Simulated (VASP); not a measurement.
Set up this calculation in VASP 6.6.1, as the native input.

* Task: single point
* Functional: PBE
* Potentials or basis: VASP PAW PBE potentials, release 64 (Mo_sv)
* Cutoff: 520 eV
* k mesh: 4 × 4 × 6
* Occupations: gaussian, width 0.1 eV
* Spin: no spin polarisation
* Dipole correction: no
* Further INCAR settings: ALGO = Normal; EDIFF = 1e-07; NBANDS = 43

The structure of Mo lies in POSCAR:

```
Mo
1.0
    5.6478865246      0.0000000000      0.0000000000
    0.0000000000      5.6478865246      0.0000000000
    0.0000000000      0.0000000000      2.8789335565
Mo
5
Direct
    0.2755651401      0.2755651401      0.5000000000
    0.2755651401      0.7244348599      0.5000000000
    0.7244348599      0.2755651401      0.5000000000
    0.7244348599      0.7244348599      0.5000000000
    0.0000000000      0.0000000000      0.0000000000
```

The input as run:

INCAR

```
SYSTEM = Mo
  ALGO = Normal
  EDIFF = 1E-7
  ENCUT = 520
  GGA = PE
  ISIF = 2
  ISMEAR = 0
  LASPH = .TRUE.
  LCHARG = .TRUE.
  LELF = .TRUE.
  LREAL = .FALSE.
  LVHAR = .TRUE.
  LWAVE = .FALSE.
  NBANDS = 43
  NELM = 100
  PREC = Accurate
  SIGMA = 0.1
```

KPOINTS

```
k-points
0
G
  4 4 6
  0 0 0
```

Potentials or basis: VASP PAW PBE potentials, release 64 (Mo_sv).

The run is started by

```sh
$ cat potpaw_PBE.64/Mo_sv/POTCAR > POTCAR
$ mpirun -np 1 vasp_std > vasp.out
```

It gave:

| Property | Result |
| --- | --- |
| Pressure | 0.4 GPa |
| Largest force | 0.019 eV/Å |
| Band gap on the k mesh | zero (band 35 reaches 10.47 eV, above the bottom of band 36 at 9.25 eV) |

Caveat: the k points lie up to 0.36 Å⁻¹ apart.

Wall time 59 s on 1 thread of Intel(R) Xeon(R) Platinum 8488C (Sapphire Rapids), on a shared host, peak memory 0.22 GiB.
